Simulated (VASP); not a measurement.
# Te (R-3m) in VASP: single point with LDA

Aim: the single point of Te with LDA.

Program: VASP 6.6.1. These are calculated values, not measurements. Logs are shortened: lines on timing, memory, paths and dates and some standing lists are left out, and cuts for length are marked.

## 1. The cell of the first run

It takes space group R-3m (No. 166, trigonal). The conventional cell has a = 4.612 Å, b = 4.612 Å, c = 5.073 Å, α = 90.00°, β = 90.00°, γ = 120.00°. Te (site symmetry -3m) has 6 Te at 3.15 Å within 4.2 Å.

## 2. Single point, LDA

INCAR reads:

```
SYSTEM = Te
PREC = Accurate
ENCUT = 500
EDIFF = 1E-6
ISMEAR = 0
SIGMA = 0.1
LREAL = .False.
LASPH = .True.
NELM = 120
ALGO = Normal
ISIF = 2
LWAVE = .False.
LCHARG = .False.
NBANDS = 9
GGA_COMPAT = .False.
```

KPOINTS reads:

```
Automatic mesh
0
Gamma
  6 6 6
  0 0 0
```

POSCAR reads:

```
Te
1.0
    2.3059043427      1.3313144930      1.6909537039
   -2.3059043427      1.3313144930      1.6909537039
    0.0000000000     -2.6626289859      1.6909537039
Te
1
Direct
    0.5000000000      0.5000000000      0.5000000000
```

Potentials or basis: VASP PAW LDA potentials, release 64 (Te).

Command:

```bash
$ cat potpaw_LDA.64/Te/POTCAR > POTCAR
$ mpirun -np 1 vasp_std > vasp.out
```

OUTCAR:

```text
SYSTEM = Te
   PREC = Accurate
   ENCUT = 500
   EDIFF = 1E-6
   ISMEAR = 0
   LREAL = .False.
   LASPH = .True.
   NELM = 120
   ISIF = 2

 ion  position               nearest neighbor table
   1  0.500  0.500  0.500-

  LATTYP: Found a trigonal (rhomboedric) cell.
 ALAT       =     3.1541904739
 COS(alpha) =    -0.0688991668

  Lattice vectors:

 A1 = (   2.3059043427,   1.3313144930,   1.6909537039)
 A2 = (  -2.3059043427,   1.3313144930,   1.6909537039)
 A3 = (   0.0000000000,  -2.6626289859,   1.6909537039)

Analysis of symmetry for initial positions (statically):
=====================================================================
 Subroutine PRICEL returns:
 Original cell was already a primitive cell.

 Routine SETGRP: Setting up the symmetry group for a
 trigonal (rhombohedral) supercell.

 Subroutine GETGRP returns: Found 12 space group operations
 (whereof 12 operations were pure point group operations)
 out of a pool of 12 trial point group operations.

The static configuration has the point symmetry D_3d.

Analysis of symmetry for dynamics (positions and initial velocities):
=====================================================================
 Subroutine PRICEL returns:
 Original cell was already a primitive cell.

 Routine SETGRP: Setting up the symmetry group for a
 trigonal (rhombohedral) supercell.

 Subroutine GETGRP returns: Found 12 space group operations
 (whereof 12 operations were pure point group operations)
 out of a pool of 12 trial point group operations.

The dynamic configuration has the point symmetry D_3d.

 Subroutine INISYM returns: Found 12 space group operations
 (whereof 12 operations are pure point group operations),
 and found     1 'primitive' translations

----------------------------------------------------------------------------------------

                                     Primitive cell

  volume of cell :      31.1462

  direct lattice vectors                    reciprocal lattice vectors
     2.305904343  1.331314493  1.690953704     0.216834667  0.125189553  0.197127415
    -2.305904343  1.331314493  1.690953704    -0.216834667  0.125189553  0.197127415
     0.000000000 -2.662628986  1.690953704     0.000000000 -0.250379107  0.197127415

  length of vectors
     3.154190474  3.154190474  3.154190474     0.318667405  0.318667405  0.318667405

  position of ions in fractional coordinates (direct lattice)
     0.500000000  0.500000000  0.500000000

  ion indices of the primitive-cell ions
[... 72 lines left out ...]
   ENCUT  =  500.0 eV  36.75 Ry    6.06 a.u.   5.75  5.75  5.75*2*pi/ulx,y,z
   NELM   =    120;   NELMIN=  2; NELMDL= -5     # of ELM steps
   EDIFF  = 0.1E-05   stopping-criterion for ELM
   LREAL  =      F    real-space projection
   EDIFFG = 0.1E-04   stopping-criterion for IOM
   NSW    =      0    number of steps for IOM
   IBRION =     -1    ionic relax: 0-MD 1-quasi-New 2-CG
   NFREE  =      0    steps in history (QN), initial steepest desc. (CG)
   ISIF   =      2    stress and relaxation
   ISYM   =      2    0-nonsym 1-usesym 2-fastsym
   POTIM  = 0.5000    time-step for ionic-motion
   TEBEG  =    0.0;   TEEND  =   0.0 temperature during run
   PSTRESS=    0.0 pullay stress
   NELECT =       6.0000    total number of electrons
   NUPDOWN=      -1.0000    fix difference up-down
   EMIN   =  10.00;   EMAX   =-10.00  energy-range for DOS
   EFERMI =   0.00;   METHOD = LEGACY
   ISMEAR =     0;   SIGMA  =   0.10  broadening in eV -4-tet -1-fermi 0-gaus
   EFERMI_NEDOS =   21; number of points for ismear=-14 and -15
   IALGO  =     38    algorithm
   IMIX   =      4    mixing-type and parameters
     AMIX     =   0.40;   BMIX     =  1.00
     AMIX_MAG =   1.60;   BMIX_MAG =  1.00
  volume/ion in A,a.u.               =      31.15       210.18
  Fermi-wavevector in a.u.,A,eV,Ry     =   0.945490  1.786717 12.162947  0.893951
  Thomas-Fermi vector in A             =   2.073397
   LORBIT       =      0    0 simple, 1 ext, 2 COOP (PROOUT), +10 PAW based schemes
   GGA     = CA    functional components
   LHFCALC =     F    Hartree Fock is set to
   AEXX    =    0.0000 exact exchange contribution
   IVDW    =     0    specifies the selected vdW correction
   LEPSILON=     F    determine dielectric tensor
   LRPA    =     F    only Hartree local field effects (RPA)
 non-spin polarized calculation
 Gauss-broadening in eV      SIGMA  =   0.10
  energy-cutoff  :      500.00
  volume of cell :       31.15
 maximum number of plane-waves:       810
   NGX = 11   NGY = 11   NGZ = 11

 number of electron       5.9999999 magnetization

 Free energy of the ion-electron system (eV)
  ---------------------------------------------------
  ext. energy  EPLUGINS =         0.00000000
  ---------------------------------------------------
  free energy    TOTEN  =        -3.66694873 eV

  energy without entropy =       -3.66212375  energy(sigma->0) =       -3.66453624

 E-fermi :   6.8929     XC(G=0):  -9.7141

 val. band max:        6.8475202734   @ k =  -0.3333   0.1667   0.1667
 cond. band min:       6.9290791397   @ k =  -0.3333   0.1667   0.1667
 fundamental gap:      0.0815588663
 Fermi energy:         6.8929484973

 k-point     1 :       0.0000    0.0000    0.0000
  band No.  band energies     occupation
      1      -7.0608      2.00000
      2       7.8756      0.00000
      3       8.3446      0.00000
      4       8.3446      0.00000
      5      13.0121      0.00000
      6      13.0121      0.00000
      7      13.5059      0.00000
      8      23.7246      0.00000
      9      23.8001      0.00000
[... 265 lines left out ...]
 k-point    24 :      -0.3333    0.5000    0.1667
  band No.  band energies     occupation
      1      -3.6757      2.00000
      2       2.0119      2.00000
      3       4.2233      2.00000
      4       8.2654      0.00000
      5      10.7612      0.00000
      6      15.0608      0.00000
      7      16.1625      0.00000
      8      19.3620      0.00000
      9      19.8230      0.00000

 [... further k-points ...]
[... 5 lines left out ...]
  --------------------------------------------------------------------------------------
  -------------------------------------------------------------------------------------
  Total       -0.3985093     -0.3985093     -0.1285305      0.0000000     -0.0000000      0.0000000
  in kB      -20.4995425    -20.4995425     -6.6116810      0.0000000     -0.0000000      0.0000000
  external PRESSURE =     -15.8702553 kB  Pullay stress =       0.0000000 kB

 VOLUME and BASIS-vectors are now :
 -----------------------------------------------------------------------------
  energy-cutoff  :      500.00
  volume of cell :       31.15
      direct lattice vectors                 reciprocal lattice vectors
     2.305904343  1.331314493  1.690953704     0.216834667  0.125189553  0.197127415
    -2.305904343  1.331314493  1.690953704    -0.216834667  0.125189553  0.197127415
     0.000000000 -2.662628986  1.690953704     0.000000000 -0.250379107  0.197127415

 POSITION                                       TOTAL-FORCE (eV/Angst)
 -----------------------------------------------------------------------------------
      0.00000      0.00000      2.53643         0.000000     -0.000000      0.000000
 -----------------------------------------------------------------------------------
    total drift:                                0.000000      0.000000     -0.000000

  FREE ENERGIE OF THE ION-ELECTRON SYSTEM (eV)
  ---------------------------------------------------
  free  energy   TOTEN  =        -3.6669487303 eV

  energy  without entropy=       -3.6621237530  energy(sigma->0) =       -3.66453624
```

OSZICAR:

```text
N       E                     dE             d eps       ncg     rms          rms(c)
DAV:   1     0.178974968424E+02    0.17897E+02   -0.25191E+03   576   0.525E+02
DAV:   2    -0.310920958761E+01   -0.21007E+02   -0.20391E+02   795   0.761E+01
DAV:   3    -0.366503733984E+01   -0.55583E+00   -0.55500E+00   693   0.153E+01
DAV:   4    -0.366944955406E+01   -0.44122E-02   -0.44120E-02   749   0.154E+00
DAV:   5    -0.366951501600E+01   -0.65462E-04   -0.65461E-04   741   0.155E-01    0.732E+00
DAV:   6    -0.366781717673E+01    0.16978E-02   -0.91684E-04   681   0.144E-01    0.447E+00
DAV:   7    -0.366696366072E+01    0.85352E-03   -0.18037E-03   617   0.204E-01    0.120E-01
DAV:   8    -0.366694838163E+01    0.15279E-04   -0.79422E-05   636   0.502E-02    0.297E-02
DAV:   9    -0.366694873035E+01   -0.34872E-06   -0.36897E-06   773   0.108E-02
   1 F= -.36669487E+01 E0= -.36645362E+01  d E =-.482498E-02
```

stdout:

```text
POSCAR found type information on POSCAR Te
 POSCAR found :  1 types and       1 ions
 scaLAPACK will be used
 LDA part: xc-table for (Slater(with rela. corr.)+CA(PZ))
 , standard interpolation
 POSCAR, INCAR and KPOINTS ok, starting setup
 FFT: planning ... GRIDC
 FFT: planning ... GRID_SOFT
 FFT: planning ... GRID
 WAVECAR not read
 entering main loop
```

It took 7.4 s on 1 thread of Intel Xeon Platinum 8259CL at 2.50GHz (Skylake/Cascade Lake), shared host; peak memory 0.12 GiB.

What came out:

```
Free energy            : -3.6669 eV
Pressure               : -1.6 GPa
Band gap on the k mesh : zero (band 3 reaches 9.36 eV, above the bottom of band 4 at 4.46 eV)
```

Levels at points of the mesh, in eV from the Fermi level:
```tsv
k point	band 1	band 2	band 3	band 4	band 5	band 6	band 7
(0.00, 0.00, 0.00)	-13.95	0.98	1.45	1.45	6.12	6.12	6.61
(0.50, 0.00, 0.00)	-12.09	-6.27	2.47	2.80	7.72	9.01	9.94
(0.50, 0.50, 0.00)	-10.22	-4.94	-4.21	1.98	3.94	10.47	12.20
(0.50, 0.50, 0.50)	-8.26	-3.38	-3.38	-2.43	3.94	3.94	5.39
```

Caveat: spin-orbit coupling is left out, which moves the levels of the heavy elements.
